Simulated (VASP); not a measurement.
Wanted: the native input for a VASP 6.6.1 run.

```
Task                   : single point
Functional             : PBE
Potentials or basis    : VASP PAW PBE potentials, release 64 (Zn)
Cutoff                 : 520 eV
k mesh                 : 22 × 22 × 11
Occupations            : fermi-dirac, width 0.1 eV
Spin                   : no spin polarisation
Dipole correction      : no
Further INCAR settings : ALGO = Normal; EDIFF = 1e-07; NBANDS = 19
```

The structure of Zn lies in POSCAR:

```
Zn
1.0
    2.6556370042      0.0000000000      0.0000000000
   -1.3278185021      2.2998491089      0.0000000000
    0.0000000000      0.0000000000      4.9624616040
Zn
2
Direct
    0.3333333333      0.6666666667      0.2500000000
    0.6666666667      0.3333333333      0.7500000000
```

One way to write it, as run:

INCAR

```
PREC     = Accurate       # precision mode
ENCUT    = 520            # plane-wave cutoff, eV
EDIFF    = 1E-7           # SCF threshold, eV
ISMEAR   = -1             # smearing method
SIGMA    = 0.1            # smearing width, eV
LREAL    = F              # projectors in reciprocal space
LASPH    = T              # aspherical terms in the spheres
NELM     = 60             # most SCF steps
ALGO     = Normal         # electronic algorithm
ISIF     = 2              # what is computed and relaxed
LWAVE    = F              # write WAVECAR
LCHARG   = T              # write CHGCAR
GGA      = PE             # functional
LELF     = T              # ELF
LVHAR    = T            
NBANDS   = 19             # bands
```

KPOINTS

```
Automatic mesh
0
Gamma
  22 22 11
```

Potentials or basis: VASP PAW PBE potentials, release 64 (Zn).

The run is started by

```console
$ cat potpaw_PBE.64/Zn/POTCAR > POTCAR
$ mpirun -np 1 vasp_std > vasp.out
```

It gave:

```json
{
 "Pressure": "0.4 GPa",
 "Band gap on the k mesh": "zero (bands 12 and 13 overlap by 4.84 eV)"
}
```

Wall time 2.8 min on 1 thread of AMD EPYC 7R13, on a shared host, peak memory 0.23 GiB.
